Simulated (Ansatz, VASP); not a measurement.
Two plane-wave programs on AlP

POSCAR

```
AlP
1.0
    0.0000000000      2.6250255852      2.6250255852
    2.6250255852      0.0000000000      2.6250255852
    2.6250255852      2.6250255852      0.0000000000
Al P
1 1
Direct
    0.0000000000      0.0000000000      0.0000000000
    0.2500000000      0.2500000000      0.2500000000
```

File INCAR.step1:

```
SYSTEM = AlP
ALGO     = Normal         ! electronic algorithm
EDIFF    = 1E-5           ! SCF threshold, eV
ENCUT    = 550            ! plane-wave cutoff, eV
GGA      = PE             ! functional
GGA_COMPAT= .FALSE.      
ISMEAR   = -1             ! smearing method
LASPH    = .TRUE.         ! aspherical terms in the spheres
LCHARG   = .FALSE.        ! write CHGCAR
LREAL    = .FALSE.        ! projectors in reciprocal space
LWAVE    = .TRUE.         ! write WAVECAR
NBANDS   = 11             ! bands
NELM     = 120            ! most SCF steps
PREC     = Accurate       ! precision mode
SIGMA    = 0.08           ! smearing width, eV
```

Contents of INCAR.step2:

```
SYSTEM = AlP
ALGO     = Normal         ! electronic algorithm
EDIFF    = 1E-6           ! SCF threshold, eV
ENCUT    = 550            ! plane-wave cutoff, eV
GGA_COMPAT= .FALSE.      
ISIF     = 2              ! what is computed and relaxed
ISMEAR   = -1             ! smearing method
ISTART   = 1            
LASPH    = .TRUE.         ! aspherical terms in the spheres
LCHARG   = .TRUE.         ! write CHGCAR
LELF     = .TRUE.         ! ELF
LMIXTAU  = .TRUE.       
LREAL    = .FALSE.        ! projectors in reciprocal space
LVHAR    = .TRUE.       
LWAVE    = .FALSE.        ! write WAVECAR
METAGGA  = R2SCAN         ! meta-GGA
NBANDS   = 11             ! bands
NELM     = 120            ! most SCF steps
PREC     = Accurate       ! precision mode
SIGMA    = 0.08           ! smearing width, eV
```

File KPOINTS:

```
k-points
0
G
  12 12 12
  0 0 0
```

Input for Ansatz:

```yaml
crystal:
  lattice:
    - [0.0, 2.6250255852, 2.6250255852]
    - [2.6250255852, 0.0, 2.6250255852]
    - [2.6250255852, 2.6250255852, 0.0]
  atoms:
    - { symbol: Al, position: [0.0, 0.0, 0.0] }
    - { symbol: P, position: [0.25, 0.25, 0.25] }
kpoints:
  mp_grid: { grid: [12, 12, 12] }
scf:
  occupations: { method: fermi_dirac, width: 0.08 }
hamiltonian:
  xc: r2scan
  pseudopotentials: { kind: paw }
output:
  forces: true
  stress: true
  eigenvalues: true
  populations: true
```

Change from the starting cell: volume scaled by 0.88, PAW files.

Alike in both runs: task single point; functional r2SCAN; k mesh 12 × 12 × 12; occupations fermi-dirac, width 0.08 eV; no spin polarisation.

|  | VASP | Ansatz |
| --- | --- | --- |
| version | VASP 6.6.1 | Ansatz 0.2.0 |
| potentials or method | VASP PAW PBE potentials, release 64 (Al, P) | PAW with Ansatz's default frozen-core files, scalar-relativistic |
| plane-wave cutoff (eV) | 550 | 500 |
| valence electrons in the cell | 8 | 8 |

Ansatz gave:

```
pressure (GPa) : 15.0
```

Problem. Which values does VASP return?

Solution. Pressure (GPa): 14.5.

VASP's potentials were made for PBE, not for r2SCAN.
